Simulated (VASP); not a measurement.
Set up this calculation in VASP 6.6.1, as the native input.

```
Task                   : single point
Functional             : PBE
Potentials or basis    : VASP PAW PBE potentials, release 64 (Ti_sv, Ta_pv, Si)
Cutoff                 : 520 eV
k mesh                 : 6 × 6 × 2
Occupations            : gaussian, width 0.1 eV
Spin                   : no spin polarisation
Dipole correction      : no
Further INCAR settings : ALGO = Normal; EDIFF = 1e-06; NBANDS = 32
```

The structure of Ta2TiSi3 lies in POSCAR:

```
Ta2TiSi3
1.0
    3.5801516781      0.0000000000      0.0000000000
    0.0000000000      3.5801516781      0.0000000000
    0.0000000000      0.0000000000      7.8029910696
Ti Ta Si
1 2 3
Direct
    0.0000000000      0.0000000000      0.0000000000
    0.0000000000      0.5000000000      0.7327087024
    0.5000000000      0.0000000000      0.2672912976
    0.0000000000      0.5000000000      0.3815596536
    0.5000000000      0.0000000000      0.6184403464
    0.5000000000      0.5000000000      0.0000000000
```

The cell was built from a structure type or drawn by symmetry, and may not be a known phase.

One way to write it, as run:

INCAR

```
ALGO     = Normal         # electronic algorithm
EDIFF    = 1E-6           # SCF threshold, eV
ENCUT    = 520            # plane-wave cutoff, eV
GGA      = PE             # functional
ISIF     = 2              # what is computed and relaxed
ISMEAR   = 0              # smearing method
LASPH    = T              # aspherical terms in the spheres
LCHARG   = F              # write CHGCAR
LREAL    = F              # projectors in reciprocal space
LWAVE    = F              # write WAVECAR
NBANDS   = 32             # bands
NELM     = 100            # most SCF steps
PREC     = Accurate       # precision mode
SIGMA    = 0.1            # smearing width, eV
```

KPOINTS

```
k-points
0
Gamma
  6 6 2
```

Potentials or basis: VASP PAW PBE potentials, release 64 (Ti_sv, Ta_pv, Si).

Launch:

```console
$ cat potpaw_PBE.64/Ti_sv/POTCAR potpaw_PBE.64/Ta_pv/POTCAR potpaw_PBE.64/Si/POTCAR > POTCAR
$ mpirun -np 1 vasp_std > vasp.out
```

Results of the run:

```yaml
Pressure: 0.1 GPa
Largest_force: 0.022 eV/Å
Band_gap_on_the_k_mesh: zero (bands 23 and 24 overlap by 0.59 eV)
```

Caveat: the k points lie up to 0.40 Å⁻¹ apart, too coarse for converged energies and pressures of a metal; spin-orbit coupling is left out, which moves the levels of the heavy elements.

Wall time 81 s on 1 thread of Intel Xeon 8259CL, with other jobs on the host, peak memory 0.24 GiB.
